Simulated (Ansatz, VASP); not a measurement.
## Ca: VASP beside Ansatz

File POSCAR:

```
Ca
1.0
    0.0000000000      2.8668088741      2.8668088741
    2.8668088741      0.0000000000      2.8668088741
    2.8668088741      2.8668088741      0.0000000000
Ca
1
Direct
    0.0000000000      0.0000000000      0.0000000000
```

The input INCAR.step1:

```
PREC = Accurate
ENCUT = 520
ISMEAR = -1
SIGMA = 0.05
LREAL = F
LASPH = T
NELM = 60
NBANDS = 11
GGA = PE
ALGO = Normal
EDIFF = 1E-4
LWAVE = T
LCHARG = F
```

File INCAR.step2:

```
PREC = Accurate
ENCUT = 520
EDIFF = 1E-6
ISMEAR = -1
SIGMA = 0.05
LREAL = F
LASPH = T
NELM = 60
ALGO = Normal
ISIF = 2
LWAVE = F
LCHARG = F
METAGGA = R2SCAN
LMIXTAU = T
LUSE_VDW = T
IVDW_NL = 2
BPARAM = 11.95
CPARAM = 0.0093
NBANDS = 11
ISTART = 1
```

The input KPOINTS:

```
regular mesh
0
Gamma
  8 8 8
```

input.yaml

```yaml
crystal:
  lattice:
    - [0.0, 2.8668088741, 2.8668088741]
    - [2.8668088741, 0.0, 2.8668088741]
    - [2.8668088741, 2.8668088741, 0.0]
  atoms:
    - { symbol: Ca, position: [0.0, 0.0, 0.0] }
hamiltonian:
  xc: r2scan
  pseudopotentials: { kind: paw }
  dispersion: rvv10
kpoints:
  mp_grid: { grid: [8, 8, 8] }
scf:
  occupations: { method: fermi_dirac, width: 0.05 }
output:
  forces: true
  stress: true
  eigenvalues: true
  write_density: true
  write_potential: true
  elf: true
  volumetric_format: npy
```

Alike in both runs: task single point; functional r2SCAN; dispersion rVV10; k mesh 8 × 8 × 8; occupations fermi-dirac, width 0.05 eV; no spin polarisation.

```csv
,VASP,Ansatz
version,VASP 6.6.1,Ansatz 0.2.0
potentials or method,"VASP PAW PBE potentials, release 64 (Ca_sv)",Ansatz PAW
plane-wave cutoff (eV),520,500
valence electrons in the cell,10,10
```

|  | VASP | Ansatz | Ansatz less VASP |
| --- | --- | --- | --- |
| gap on the k mesh at the Fermi level (eV) | none | none | - |
| pressure (GPa) | -1.5 | -1.5 | -0.03 |

VASP's potentials were made for PBE, not for r2SCAN. A gap of «none» marks a metal or a gap that the smearing closes.
